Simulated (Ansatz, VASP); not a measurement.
One calculation of C, two programs

```xyz
8
Lattice="3.5717 0.0000 0.0000 0.0000 3.5717 0.0000 0.0000 0.0000 3.5717" Properties=species:S:1:pos:R:3 pbc="T T T"
C     0.0000    0.0000    0.0000
C     0.0000    1.7858    1.7858
C     1.7858    0.0000    1.7858
C     1.7858    1.7858    0.0000
C     0.8929    0.8929    0.8929
C     0.8929    2.6788    2.6788
C     2.6788    0.8929    2.6788
C     2.6788    2.6788    0.8929
```

Alike in both runs: functional PBE; k mesh 6 × 6 × 6; no spin polarisation.

Ansatz relaxed the structure, and its values are those at the end. VASP's run is a single point on that final structure, the one shown.

```csv
,VASP,Ansatz
version,VASP 6.6.1,Ansatz 0.2.0
potentials or method,"VASP PAW PBE potentials, release 64 (C), cutoff 520 eV","scalar-relativistic, plane waves, PAW"
occupations,"gaussian, width 0.01 eV",fixed
valence electrons in the cell,32,32
```

Ansatz gave:

```
gap on the k mesh at the Fermi level (eV) : 4.15
least direct gap on the mesh (eV)         : 4.76
pressure (GPa)                            : 0.0
```

**Question.** Estimate VASP's values.

**Answer.** gap on the k mesh at the Fermi level (eV): 4.14; least direct gap on the mesh (eV): 4.75; pressure (GPa): 0.6.
